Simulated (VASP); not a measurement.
Write the native input for VASP 6.6.1 that does the following.

```
Task                   : single point
Functional             : PBEsol
Potentials or basis    : VASP PAW PBE potentials, release 64 (Co)
Cutoff                 : 520 eV
k mesh                 : 24 × 24 × 6
Occupations            : gaussian, width 0.15 eV
Spin                   : collinear spin, ferromagnetic start
Starting moments       : [1.81, 1.83, 1.81, 1.83] μB
Dipole correction      : no
Further INCAR settings : ALGO = Fast; EDIFF = 1e-07; NBANDS = 30
```

The structure of Co lies in POSCAR:

```
Co
1.0
    2.4552110701      0.0000000000      0.0000000000
   -1.2276055351      2.1262751584      0.0000000000
    0.0000000000      0.0000000000      7.9648408896
Co
4
Direct
    0.0000000000      0.0000000000      0.0000000000
    0.3333333333      0.6666666667      0.2500000000
    0.0000000000      0.0000000000      0.5000000000
    0.6666666667      0.3333333333      0.7500000000
```

These files were run (other wordings do the same):

INCAR

```
SYSTEM = Co
ALGO = Fast
EDIFF = 1E-7
ENCUT = 520
GGA = PS
ISIF = 2
ISMEAR = 0
ISPIN = 2
LASPH = .TRUE.
LCHARG = .FALSE.
LMAXMIX = 4
LORBIT = 11
LREAL = .FALSE.
LWAVE = .FALSE.
MAGMOM = 1.81 1.83 1.81 1.83
NBANDS = 30
NELM = 150
PREC = Accurate
SIGMA = 0.15
```

KPOINTS

```
k-points
0
G
  24 24 6
  0 0 0
```

Potentials or basis: VASP PAW PBE potentials, release 64 (Co).

Launch:

```console
$ cat potpaw_PBE.64/Co/POTCAR > POTCAR
$ mpirun -np 1 vasp_std > vasp.out
```

Results of the run:

| Quantity | Value |
| --- | --- |
| Pressure | -0.7 GPa |
| Net moment | 6.38 μB per cell |
| Site moments | Co +1.59, +1.61 (each value once) μB |
| Valence electrons inside the program's atomic spheres | Co 8.36 |

Caveat: the PAW data sets were made with another functional, which shifts forces and pressure a little.

It took 10 min on 1 thread of Oxide Virtual Turin-like Processor, with other jobs on the host, peak memory 0.44 GiB.
